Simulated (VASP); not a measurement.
A run of VASP 6.6.1:

Contents of INCAR:

```
SYSTEM = MgB2
PREC     = Accurate       ! precision mode
ENCUT    = 600            ! plane-wave cutoff, eV
EDIFF    = 1E-7           ! SCF threshold, eV
ISMEAR   = 0              ! smearing method
SIGMA    = 0.1            ! smearing width, eV
LREAL    = .FALSE.        ! projectors in reciprocal space
LASPH    = .TRUE.         ! aspherical terms in the spheres
NELM     = 120            ! most SCF steps
ALGO     = Normal         ! electronic algorithm
ISIF     = 3              ! what is computed and relaxed
LWAVE    = .FALSE.        ! write WAVECAR
LCHARG   = .FALSE.        ! write CHGCAR
GGA      = PE             ! functional
IVDW     = 12             ! dispersion correction
IBRION   = 2              ! ionic algorithm
NSW      = 100            ! ionic steps
EDIFFG   = -0.002         ! ionic threshold
GGA_COMPAT= .FALSE.      
NELMIN   = 4
```

The input KPOINTS:

```
Automatic mesh
0
G
  15 15 12
  0 0 0
```

POSCAR

```
MgB2
1.0
    3.0627620600      0.0000000000      0.0000000000
   -1.5313810300      2.6524297500      0.0000000000
    0.0000000000      0.0000000000      3.5208704800
Mg B
1 2
Direct
    0.0000000000      0.0000000000      0.0000000000
    0.6666666700      0.3333333300      0.5000000000
    0.3333333300      0.6666666700      0.5000000000
```

Potentials or basis: VASP PAW PBE potentials, release 64 (Mg, B).

The run is started by

```bash
$ cat potpaw_PBE.64/Mg/POTCAR potpaw_PBE.64/B/POTCAR > POTCAR
$ mpirun -np 1 vasp_std > vasp.out
```

Hardware: 1 thread of Intel Xeon 6975P-C, with other jobs on the host.

Question: How long does it take, and how much memory?

Answer: Wall time 66 s on 1 thread of Intel Xeon 6975P-C (shared host), peak memory 0.21 GiB. Counts: scf iterations 36, k points 189, ion steps 5.
